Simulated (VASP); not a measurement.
Input of a VASP 6.6.1 run:

INCAR

```
SYSTEM = Ir
ALGO = Fast ; EDIFF = 1E-6
EDIFFG = -0.05 ; ENCUT = 600
GGA = PS ; IBRION = 2
ISIF = 3 ; ISMEAR = 0
LASPH = .True. ; LCHARG = .False.
LREAL = .False. ; LWAVE = .False.
NELM = 100 ; NSW = 80
PREC = Accurate ; SIGMA = 0.1
```

KPOINTS

```
k-points
0
Gamma
  8 8 8
  0 0 0
```

POSCAR

```
Ir
1.0
    0.0000000000      2.0075525990      2.0075525990
    2.0075525990      0.0000000000      2.0075525990
    2.0075525990      2.0075525990      0.0000000000
Ir
1
Direct
    0.0000000000      0.0000000000      0.0000000000
```

Potentials or basis: VASP PAW PBE potentials, release 64 (Ir).

The run is started by

```console
$ cat potpaw_PBE.64/Ir/POTCAR > POTCAR
$ mpirun -np 1 vasp_std > vasp.out
```

Task: What does it give for the relaxed cell?

Result: a = 2.714 Å, b = 2.714 Å, c = 2.714 Å, α = 60.00°, β = 60.00°, γ = 60.00°.

Task: Estimate the space group after relaxing (to 0.05 Å).

Result: Fm-3m (No. 225).

Final structure:
```xyz
1
Lattice="0.0000 1.9190 1.9190 1.9190 0.0000 1.9190 1.9190 1.9190 0.0000" Properties=species:S:1:pos:R:3 pbc="T T T"
Ir    0.0000    0.0000    0.0000
```
